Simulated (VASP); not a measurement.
# NaLi5 (Cm) in VASP: notebook

The runs below take NaLi5 through single point, with PBE.

Everything below comes from runs of VASP 6.6.1. Logs are shortened: lines on timing, memory, paths and dates and some standing lists are left out, and cuts for length are marked.

## (1) The cell of the first run

Symmetry: Cm, No. 8, monoclinic system. Conventional cell: a = 5.319 Å, b = 10.095 Å, c = 5.145 Å, α = 90.00°, β = 90.29°, γ = 90.00°. Within 4.2 Å of Na (site symmetry m) lie 14 Li at 3.16 to 4.09 Å. Within 4.0 Å of Li (site symmetry 1) lie 9 Li at 3.06 to 3.42 Å and 3 Na at 3.16 to 3.34 Å. Within 4.0 Å of Li (site symmetry 1) lie 10 Li at 3.02 to 3.61 Å and 2 Na at 3.20 to 3.21 Å. Li (site symmetry m) has 10 Li at 3.11 to 3.32 Å and 4 Na at 3.35 to 4.09 Å within 4.1 Å.

The cell was built from a structure type or drawn by symmetry, and may not be a known phase.

## (2) Single point, PBE

INCAR

```
SYSTEM = NaLi5
  PREC = Accurate
  ENCUT = 520
  EDIFF = 1E-6
  ISMEAR = 0
  SIGMA = 0.1
  LREAL = .FALSE.
  LASPH = .TRUE.
  NELM = 100
  ALGO = Normal
  ISIF = 2
  LWAVE = .FALSE.
  LCHARG = .FALSE.
  GGA = PE
  NBANDS = 20
```

KPOINTS

```
regular mesh
0
G
  4 4 4
  0 0 0
```

POSCAR

```
NaLi5
1.0
    2.6596391000     -5.0476534000      0.0000000000
    2.6596391000      5.0476534000      0.0000000000
   -0.0258025000      0.0000000000      5.1448711000
Na Li
1 5
Direct
    0.0286040000      0.0286040000      0.0002690000
    0.6968970000      0.3582520000      0.0001990000
    0.3582520000      0.6968970000      0.0001990000
    0.9679750000      0.3259610000      0.5002100000
    0.3259610000      0.9679750000      0.5002100000
    0.6239050000      0.6239050000      0.5001740000
```

Potentials or basis: VASP PAW PBE potentials, release 64 (Na_pv, Li_sv).

Command:

```
> cat potpaw_PBE.64/Na_pv/POTCAR potpaw_PBE.64/Li_sv/POTCAR > POTCAR
> mpirun -np 1 vasp_std > vasp.out
```

OUTCAR:

```text
SYSTEM = NaLi5
   PREC = Accurate
   ENCUT = 520
   EDIFF = 1E-6
   ISMEAR = 0
   LREAL = .FALSE.
   LASPH = .TRUE.
   NELM = 100
   ISIF = 2
   GGA = PE

 ion  position               nearest neighbor table
   1  0.029  0.029  0.000-
   2  0.697  0.358  0.000-
   3  0.358  0.697  0.000-
   4  0.968  0.326  0.500-
   5  0.326  0.968  0.500-
   6  0.624  0.624  0.500-

  LATTYP: Found a base centered monoclinic cell.
 ALAT       =     5.3192782000
 B/A-ratio  =     1.8978715571
 C/A-ratio  =     0.9672244256
 COS(beta)  =    -0.0050151257

  Lattice vectors:

 A1 = (   2.6596391000,  -5.0476534000,   0.0000000000)
 A2 = (   2.6596391000,   5.0476534000,   0.0000000000)
 A3 = (  -0.0258025000,   0.0000000000,   5.1448711000)

Analysis of symmetry for initial positions (statically):
=====================================================================
 Subroutine PRICEL returns:
 Original cell was already a primitive cell.

 Routine SETGRP: Setting up the symmetry group for a
 base centered monoclinic supercell.

 Subroutine GETGRP returns: Found  2 space group operations
 (whereof  2 operations were pure point group operations)
 out of a pool of  4 trial point group operations.

The static configuration has the point symmetry C_1h.

Analysis of symmetry for dynamics (positions and initial velocities):
=====================================================================
 Subroutine PRICEL returns:
 Original cell was already a primitive cell.

 Routine SETGRP: Setting up the symmetry group for a
 base centered monoclinic supercell.

 Subroutine GETGRP returns: Found  2 space group operations
 (whereof  2 operations were pure point group operations)
 out of a pool of  4 trial point group operations.

The dynamic configuration has the point symmetry C_1h.

 Subroutine INISYM returns: Found  2 space group operations
 (whereof  2 operations are pure point group operations),
 and found     1 'primitive' translations

----------------------------------------------------------------------------------------

                                     Primitive cell

  volume of cell :     138.1391

  direct lattice vectors                    reciprocal lattice vectors
     2.659639100 -5.047653400  0.000000000     0.187995431 -0.099055930  0.000942833
     2.659639100  5.047653400  0.000000000     0.187995431  0.099055930  0.000942833
    -0.025802500  0.000000000  5.144871100     0.000000000  0.000000000  0.194368329

  length of vectors
     5.705478507  5.705478507  5.144935802     0.212497643  0.212497643  0.194368329

  position of ions in fractional coordinates (direct lattice)
     0.028604000  0.028604000  0.000269000
     0.696897000  0.358252000  0.000199000
     0.358252000  0.696897000  0.000199000
     0.967975000  0.325961000  0.500210000
     0.325961000  0.967975000  0.500210000
     0.623905000  0.623905000  0.500174000

  ion indices of the primitive-cell ions
   primitive index   ion index
                 1           1
                 2           2
                 3           3
                 4           4
                 5           5
                 6           6

----------------------------------------------------------------------------------------

 KPOINTS: regular mesh

Automatic generation of k-mesh.
 Grid dimensions read from file:
 generate k-points for:    4    4    4

 Generating k-lattice:

  Cartesian coordinates                     Fractional coordinates (reciprocal lattice)
     0.046998858 -0.024763982  0.000235708     0.250000000  0.000000000 -0.000000000
     0.046998858  0.024763982  0.000235708     0.000000000  0.250000000 -0.000000000
     0.000000000  0.000000000  0.048592082     0.000000000  0.000000000  0.250000000

  Length of vectors
     0.053124411  0.053124411  0.048592082

  Shift w.r.t. Gamma in fractional coordinates (k-lattice)
     0.000000000  0.000000000  0.000000000

 Subroutine IBZKPT returns following result:
 ===========================================

 Found     24 irreducible k-points:

 Following reciprocal coordinates:
            Coordinates               Weight
  0.000000  0.000000  0.000000      1.000000
  0.250000  0.000000 -0.000000      4.000000
  0.500000  0.000000 -0.000000      2.000000
  0.250000  0.250000 -0.000000      2.000000
  0.500000  0.250000  0.000000      4.000000
 -0.250000  0.250000  0.000000      2.000000
[... 16 lines left out ...]
 -0.250000  0.250000  0.500000      2.000000
  0.500000  0.500000  0.500000      1.000000
   k-points           NKPTS =     24   k-points in BZ     NKDIM =     24   number of bands    NBANDS=     20
   number of dos      NEDOS =    301   number of ions     NIONS =      6
   total plane-waves  NPLWV =  70560
   dimension x,y,z NGX =    42 NGY =   42 NGZ =   40
   dimension x,y,z NGXF=    84 NGYF=   84 NGZF=   80
   ions per type =               1   5
   NGX,Y,Z   is equivalent  to a cutoff of  12.24, 12.24, 12.93 a.u.
   NGXF,Y,Z  is equivalent  to a cutoff of  24.48, 24.48, 25.85 a.u.
 SYSTEM =  NaLi5
   PREC   = accura    normal or accurate (medium, high low for compatibility)
   ISTART =      0    job   : 0-new  1-cont  2-samecut
   ICHARG =      2    charge: 1-file 2-atom 10-const
   ISPIN  =      1    spin polarized calculation?
   LNONCOLLINEAR =      F non collinear calculations
   LSORBIT =      F    spin-orbit coupling
   LASPH  =      T    aspherical Exc in radial PAW
   ENCUT  =  520.0 eV  38.22 Ry    6.18 a.u.  10.61 10.61  9.57*2*pi/ulx,y,z
   NELM   =    100;   NELMIN=  2; NELMDL= -5     # of ELM steps
   EDIFF  = 0.1E-05   stopping-criterion for ELM
   LREAL  =      F    real-space projection
   EDIFFG = 0.1E-04   stopping-criterion for IOM
   NSW    =      0    number of steps for IOM
   IBRION =     -1    ionic relax: 0-MD 1-quasi-New 2-CG
   NFREE  =      0    steps in history (QN), initial steepest desc. (CG)
   ISIF   =      2    stress and relaxation
   ISYM   =      2    0-nonsym 1-usesym 2-fastsym
   POTIM  = 0.5000    time-step for ionic-motion
   TEBEG  =    0.0;   TEEND  =   0.0 temperature during run
   PSTRESS=    0.0 pullay stress
   NELECT =      22.0000    total number of electrons
   NUPDOWN=      -1.0000    fix difference up-down
   EMIN   =  10.00;   EMAX   =-10.00  energy-range for DOS
   EFERMI =   0.00;   METHOD = LEGACY
   ISMEAR =     0;   SIGMA  =   0.10  broadening in eV -4-tet -1-fermi 0-gaus
   EFERMI_NEDOS =   21; number of points for ismear=-14 and -15
   IALGO  =     38    algorithm
   IMIX   =      4    mixing-type and parameters
     AMIX     =   0.40;   BMIX     =  1.00
     AMIX_MAG =   1.60;   BMIX_MAG =  1.00
  volume/ion in A,a.u.               =      23.02       155.37
  Fermi-wavevector in a.u.,A,eV,Ry     =   0.887381  1.676907 10.713841  0.787445
  Thomas-Fermi vector in A             =   2.008672
   LORBIT       =      0    0 simple, 1 ext, 2 COOP (PROOUT), +10 PAW based schemes
   GGA     = PE    functional components
   LHFCALC =     F    Hartree Fock is set to
   AEXX    =    0.0000 exact exchange contribution
   IVDW    =     0    specifies the selected vdW correction
   LEPSILON=     F    determine dielectric tensor
   LRPA    =     F    only Hartree local field effects (RPA)
 non-spin polarized calculation
 Gauss-broadening in eV      SIGMA  =   0.10
  energy-cutoff  :      520.00
  volume of cell :      138.14
 maximum number of plane-waves:      3734
   NGX = 21   NGY = 21   NGZ = 19

 number of electron      22.0000019 magnetization

 Free energy of the ion-electron system (eV)
  ---------------------------------------------------
  ext. energy  EPLUGINS =         0.00000000
  ---------------------------------------------------
  free energy    TOTEN  =       -10.64948596 eV

  energy without entropy =      -10.63448740  energy(sigma->0) =      -10.64198668

 E-fermi :   0.5953     XC(G=0):  -6.9331

 val. band max:        0.5049234457   @ k =   0.5000   0.2500   0.2500
 cond. band min:       0.6250025090   @ k =   0.5000   0.2500   0.5000
 fundamental gap:      0.1200790634
 Fermi energy:         0.5953498220

 k-point     1 :       0.0000    0.0000    0.0000
  band No.  band energies     occupation
      1     -46.2220      2.00000
      2     -46.2157      2.00000
      3     -46.1864      2.00000
      4     -46.1788      2.00000
      5     -46.1752      2.00000
      6     -23.7696      2.00000
[... 12 lines left out ...]
     19       6.1837      0.00000
     20       6.2837      0.00000

 k-point     2 :       0.2500    0.0000   -0.0000
  band No.  band energies     occupation
      1     -46.2211      2.00000
      2     -46.2166      2.00000
      3     -46.1851      2.00000
      4     -46.1798      2.00000
      5     -46.1756      2.00000
      6     -23.7697      2.00000
[... 12 lines left out ...]
     19       5.4746      0.00000
     20       6.2408      0.00000

 k-point     3 :       0.5000    0.0000   -0.0000
  band No.  band energies     occupation
      1     -46.2194      2.00000
      2     -46.2183      2.00000
      3     -46.1824      2.00000
      4     -46.1820      2.00000
      5     -46.1760      2.00000
      6     -23.7699      2.00000
[... 12 lines left out ...]
     19       6.1404      0.00000
     20       6.4309      0.00000

 k-point     4 :       0.2500    0.2500   -0.0000
  band No.  band energies     occupation
      1     -46.2194      2.00000
      2     -46.2183      2.00000
      3     -46.1825      2.00000
      4     -46.1819      2.00000
      5     -46.1760      2.00000
      6     -23.7699      2.00000
[... 429 lines left out ...]
 k-point    23 :      -0.2500    0.2500    0.5000
  band No.  band energies     occupation
      1     -46.2208      2.00000
      2     -46.2160      2.00000
      3     -46.1864      2.00000
      4     -46.1792      2.00000
      5     -46.1756      2.00000
      6     -23.7696      2.00000
[... 12 lines left out ...]
     19       6.5131      0.00000
     20       6.5901      0.00000

 k-point    24 :       0.5000    0.5000    0.5000
  band No.  band energies     occupation
      1     -46.2204      2.00000
      2     -46.2164      2.00000
      3     -46.1856      2.00000
      4     -46.1798      2.00000
      5     -46.1758      2.00000
      6     -23.7696      2.00000
[... 12 lines left out ...]
     19       7.4132      0.00000
     20       7.5702      0.00000

------------------------ aborting loop because EDIFF is reached ----------------------------------------

  FORCE on cell =-STRESS in cart. coord.  units (eV):
  Direction    XX          YY          ZZ          XY          YZ          ZX
  --------------------------------------------------------------------------------------
  -------------------------------------------------------------------------------------
  Total       -0.0175392     -0.2536960      0.1564926      0.0000000      0.0000000     -0.0281309
  in kB       -0.2034248     -2.9424385      1.8150460      0.0000000      0.0000000     -0.3262701
  external PRESSURE =      -0.4436058 kB  Pullay stress =       0.0000000 kB

 VOLUME and BASIS-vectors are now :
 -----------------------------------------------------------------------------
  energy-cutoff  :      520.00
  volume of cell :      138.14
      direct lattice vectors                 reciprocal lattice vectors
     2.659639100 -5.047653400  0.000000000     0.187995431 -0.099055930  0.000942833
     2.659639100  5.047653400  0.000000000     0.187995431  0.099055930  0.000942833
    -0.025802500  0.000000000  5.144871100     0.000000000  0.000000000  0.194368329

 POSITION                                       TOTAL-FORCE (eV/Angst)
 -----------------------------------------------------------------------------------
      0.15215      0.00000      0.00138         0.000766      0.000000     -0.000327
      2.80631     -1.70936      0.00102        -0.001695     -0.005173      0.000659
      2.80631      1.70936      0.00102        -0.001695      0.005173      0.000659
      3.42850     -3.24066      2.57352         0.000561      0.002235      0.000032
      3.42850      3.24066      2.57352         0.000561     -0.002235      0.000032
      3.30582      0.00000      2.57333         0.001503      0.000000     -0.001054
 -----------------------------------------------------------------------------------
    total drift:                                0.002868     -0.000000     -0.000286

  FREE ENERGIE OF THE ION-ELECTRON SYSTEM (eV)
  ---------------------------------------------------
  free  energy   TOTEN  =       -10.6494859643 eV

  energy  without entropy=      -10.6344874019  energy(sigma->0) =      -10.64198668
```

It took 32 s on 1 thread of Intel Xeon 6975P-C (Granite Rapids), shared host; peak memory 0.26 GiB.

Results:

```yaml
Free_energy: -10.6495 eV
Largest_force: 0.005 eV/Å
Band_gap_on_the_k_mesh: zero (bands 11 and 12 overlap by 2.67 eV)
```

Forces on the atoms (eV/Å):
```
Na   0.001  0.000  0.000
Li  -0.002 -0.005  0.001
Li  -0.002  0.005  0.001
Li   0.001  0.002  0.000
Li   0.001 -0.002  0.000
Li   0.002  0.000 -0.001
```

Levels at points of the mesh, in eV from the Fermi level:
```csv
k point,band 8,band 9,band 10,band 11,band 12,band 13,band 14,band 15
"(0.00, 0.00, 0.00)",-24.36,-3.56,0.16,1.07,1.07,1.34,1.90,2.39
"(0.50, 0.00, 0.00)",-24.36,-2.24,-2.13,-0.13,0.47,1.52,2.03,2.91
"(0.50, 0.50, 0.00)",-24.36,-2.41,-2.31,0.07,1.26,1.62,1.92,2.79
"(0.00, 0.00, 0.50)",-24.36,-2.49,-2.34,1.56,1.64,2.05,2.21,2.39
"(0.50, 0.00, 0.50)",-24.36,-1.13,-1.11,-0.98,-0.95,0.46,0.61,2.75
"(0.50, 0.50, 0.50)",-24.36,-1.31,-1.29,-1.19,-1.11,1.01,1.28,3.10
```

Caveat: the cutoff is under 1.25 times the usual one of these potentials, so pressure, stress and relaxed cells hold a basis-set (Pulay) error.

(Continued in part 2 of 2.)
